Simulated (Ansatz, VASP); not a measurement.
## One calculation of HfGe, two programs

INCAR

```
PREC     = Accurate       # precision mode
ENCUT    = 520            # plane-wave cutoff, eV
EDIFF    = 1E-7           # SCF threshold, eV
ISMEAR   = -1             # smearing method
SIGMA    = 0.05           # smearing width, eV
LREAL    = F              # projectors in reciprocal space
LASPH    = T              # aspherical terms in the spheres
NELM     = 100            # most SCF steps
ALGO     = Normal         # electronic algorithm
ISIF     = 2              # what is computed and relaxed
LWAVE    = F              # write WAVECAR
LCHARG   = F              # write CHGCAR
GGA      = PE             # functional
NBANDS   = 19             # bands
```

File KPOINTS:

```
regular mesh
0
Gamma
  8 8 8
```

File POSCAR:

```
HfGe
1.0
    3.5240229024      0.0000000000      0.0000000000
    0.0000000000      3.5240229024      0.0000000000
    0.0000000000      0.0000000000      3.5240229024
Hf Ge
1 1
Direct
    0.0000000000      0.0000000000      0.0000000000
    0.5000000000      0.5000000000      0.5000000000
```

The input input.yaml:

```yaml
crystal:
  lattice:
    - [3.5240229024, 0.0, 0.0]
    - [0.0, 3.5240229024, 0.0]
    - [0.0, 0.0, 3.5240229024]
  atoms:
    - { symbol: Hf, position: [0.0, 0.0, 0.0] }
    - { symbol: Ge, position: [0.5, 0.5, 0.5] }
kpoints:
  mp_grid: { grid: [8, 8, 8] }
scf:
  occupations: { method: fermi_dirac, width: 0.05 }
hamiltonian:
  xc: pbe
  pseudopotentials: { kind: all_electron, lapw: { basis_error: 0.0005 } }
output:
  forces: true
  stress: true
  eigenvalues: true
```

Change from the starting cell: volume scaled by 1.02.

Alike in both runs: task single point; functional PBE; k mesh 8 × 8 × 8; occupations fermi-dirac, width 0.05 eV; no spin polarisation.

```csv
,VASP,Ansatz
version,VASP 6.6.1,Ansatz 0.2.0
potentials or method,"VASP PAW PBE potentials, release 64 (Hf_pv, Ge_d), cutoff 520 eV","all-electron LAPW, scalar-relativistic"
```

|  | VASP | Ansatz | Ansatz less VASP |
| --- | --- | --- | --- |
| gap on the k mesh at the Fermi level (eV) | none | none | - |
| pressure (GPa) | -12.8 | -12.5 | +0.34 |

A gap of «none» marks a metal or a gap that the smearing closes. Ansatz ran all-electron here, and VASP with PAW potentials.

Neither program's run includes spin-orbit coupling.
